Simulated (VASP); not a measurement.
Runs of VASP 6.6.1 on Pt. The structure is that of space group Fm-3m (No. 225), or close to it. The cells are those of the table. 

```tsv
task	cell	cutoff (eV)	smearing	gap on the mesh (eV)	pressure (GPa)	relaxed volume (Å³/atom)
relaxation of cell and atoms	relaxed from a = 2.807 Å, angles 60.0°, 1 atom	600	fermi-dirac 0.15 eV	none	0.0	15.67
single point	a = 2.810 Å, angles 60.0°, 1 atom	520	fermi-dirac 0.15 eV	none	-0.4	-
relaxation of cell and atoms	relaxed from a = 2.788 Å, angles 60.0°, 1 atom	600	gaussian 0.1 eV	none	0.0	(a)
single point	a = 2.807 Å, angles 60.0°, 1 atom	520	gaussian 0.1 eV	none	-0.5	-
```

Alike in all rows: level PBE; potentials or basis VASP PAW PBE potentials, release 64 (Pt); no spin polarisation; k mesh 18 × 18 × 18.

Problem. Fill in the values left out.

Solution. (a) 15.62.

Caveats: spin-orbit coupling is left out, which moves the levels of the heavy elements.

A k mesh can miss the band edges, and the runs leave out spin-orbit coupling on Pt.

A gap of «none» marks levels without a gap at the run's occupations.
